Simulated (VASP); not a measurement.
W2I: relaxation of cell and atoms with PBE

Crystal: W2I.

```
W I
1.0
    -1.60207    2.14012    4.04591
     1.60207   -2.14012    4.04591
     1.60207    2.14012   -4.04591
W I
2 1
Direct
  0.67110 0.67110 0.00000
  0.32890 0.32890 0.00000
  0.00000 0.00000 0.00000
```

```yaml
Program: VASP 6.6.1
Task: relaxation of cell and atoms
Functional: PBE
Potentials_or_basis: VASP PAW PBE potentials, release 64 (W_sv, I)
Cutoff: 600 eV
k_mesh: 6 × 6 × 6
Occupations: gaussian, width 0.1 eV
Spin: no spin polarisation
Dipole_correction: no
Further_INCAR_settings: ALGO = Normal; EDIFF = 1e-06; IBRION = 2; EDIFFG = -0.04; NSW = 90; ISIF = 3
```

```yaml
Relaxed_volume: 18.53 Å³/atom
Relaxed_cell: a = 4.854 Å, b = 4.854 Å, c = 4.854 Å, α = 142.00°, β = 126.72°, γ = 67.30°
Space_group_after_relaxing_to_0.1_Å: Immm (No. 71)
Energy_gained_by_relaxing: 6.9 meV/atom
Ionic_steps: 7
Pressure_after_relaxing: 0.0 GPa
Largest_force_after_relaxing: 0.032 eV/Å
Band_gap_on_the_k_mesh: zero (an odd number of electrons rules out a gap without spin polarisation)
```

Forces in eV/Å, atoms in the order of the input:
```
W    0.000  0.000 -0.032
W    0.000  0.000  0.032
I    0.000  0.000  0.000
```

Stress tensor (GPa, compression positive):
```
 0.15  0.00  0.00
 0.00 -0.19  0.00
 0.00  0.00  0.10
```

The path:
| step | energy change (eV) | largest force (eV/Å) | pressure (GPa) | volume (Å³) |
| --- | --- | --- | --- | --- |
| 1 | 0.0000 | 0.3273 | 0.47 | 55.49 |
| 2 | -0.0140 | 0.0219 | -1.37 | 55.91 |
| 3 | -0.0153 | 0.0976 | -0.99 | 55.82 |
| 4 | -0.0169 | 0.0017 | 1.67 | 55.08 |
| 5 | -0.0195 | 0.0505 | 0.49 | 55.40 |
| 6 | -0.0206 | 0.0249 | -0.12 | 55.66 |
| 7 | -0.0207 | 0.0324 | 0.02 | 55.60 |

Final structure:
```xyz
3
Lattice="-1.5804 2.1767 4.0407 1.5804 -2.1767 4.0407 1.5804 2.1767 -4.0407" Properties=species:S:1:pos:R:3 pbc="T T T"
W     0.0000    0.0000    5.4024
W     0.0000    0.0000    2.6790
I     0.0000    0.0000    0.0000
```

Levels at points of the mesh, in eV from the Fermi level:
```
           k point  band 14  band 15  band 16  band 17  band 18  band 19  band 20  band 21
(0.00, 0.00, 0.00)    -2.95    -1.67    -1.09    -1.02    -0.56     1.19     2.55     2.71
(0.50, 0.00, 0.00)    -2.62    -1.32    -1.15    -1.07     0.40     1.07     1.39     2.11
(0.00, 0.50, 0.00)    -3.45    -1.62    -1.15    -0.74     0.42     0.52     2.32     2.73
(0.50, 0.50, 0.00)    -2.49    -2.06    -1.69    -1.15    -0.22     0.96     2.39     2.61
(0.50, 0.50, 0.50)    -1.98    -1.72    -1.52    -0.61    -0.37     0.13     1.05     1.70
```

Wall time 13 min on 1 thread of Oxide Virtual Turin-like Processor, with other jobs on the host, peak memory 0.25 GiB.

Caveat: spin-orbit coupling is left out, which moves the levels of the heavy elements.
